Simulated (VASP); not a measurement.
Write the native input for VASP 6.6.1 that does the following.

- Task: relaxation of cell and atoms
- Functional: PBEsol
- Potentials or basis: VASP PAW PBE potentials, release 64 (Rb_sv, Br)
- Cutoff: 600 eV
- k mesh: 6 × 6 × 6
- Occupations: gaussian, width 0.01 eV
- Spin: no spin polarisation
- Target pressure: 1 GPa
- Dipole correction: no
- Further INCAR settings: ALGO = Normal; EDIFF = 1e-07; IBRION = 2; EDIFFG = -0.002; NSW = 100; ISIF = 3

The structure of RbBr lies in POSCAR:

```
RbBr
1.0
    0.0000000000      3.4249234064      3.4249234064
    3.4249234064      0.0000000000      3.4249234064
    3.4249234064      3.4249234064      0.0000000000
Rb Br
1 1
Direct
    0.0000000000      0.0000000000      0.0000000000
    0.5000000000      0.5000000000      0.5000000000
```

One way to write it, as run:

INCAR

```
SYSTEM = RbBr
PREC = Accurate ; ENCUT = 600
EDIFF = 1E-7 ; ISMEAR = 0
SIGMA = 0.01 ; LREAL = .FALSE.
LASPH = .TRUE. ; NELM = 80
ALGO = Normal ; ISIF = 3
LWAVE = .FALSE. ; LCHARG = .FALSE.
GGA = PS ; IBRION = 2
NSW = 100 ; EDIFFG = -0.002
PSTRESS = 10.0
```

KPOINTS

```
Automatic mesh
0
G
  6 6 6
  0 0 0
```

Potentials or basis: VASP PAW PBE potentials, release 64 (Rb_sv, Br).

Command:

```bash
$ cat potpaw_PBE.64/Rb_sv/POTCAR potpaw_PBE.64/Br/POTCAR > POTCAR
$ mpirun -np 1 vasp_std > vasp.out
```

Results of the run:

- Relaxed volume: 37.78 Å³/atom
- Relaxed cell: a = 4.745 Å, b = 4.745 Å, c = 4.745 Å, α = 60.00°, β = 60.00°, γ = 60.00°
- Space group after relaxing (to 0.05 Å): Fm-3m (No. 225)
- Energy change on relaxing (the enthalpy is what falls): +7.1 meV/atom
- Ionic steps: 4
- Pressure after relaxing: 1.0 GPa
- Band gap on the k mesh: 4.36 eV, direct

Caveat: the cell is relaxed towards a set pressure, so the enthalpy falls and the energy may rise; the PAW data sets were made with another functional, which shifts forces and pressure a little.

Wall time 54 s on 1 thread of Intel(R) Xeon(R) 6975P-C (Granite Rapids), with other jobs on the host, peak memory 0.25 GiB.
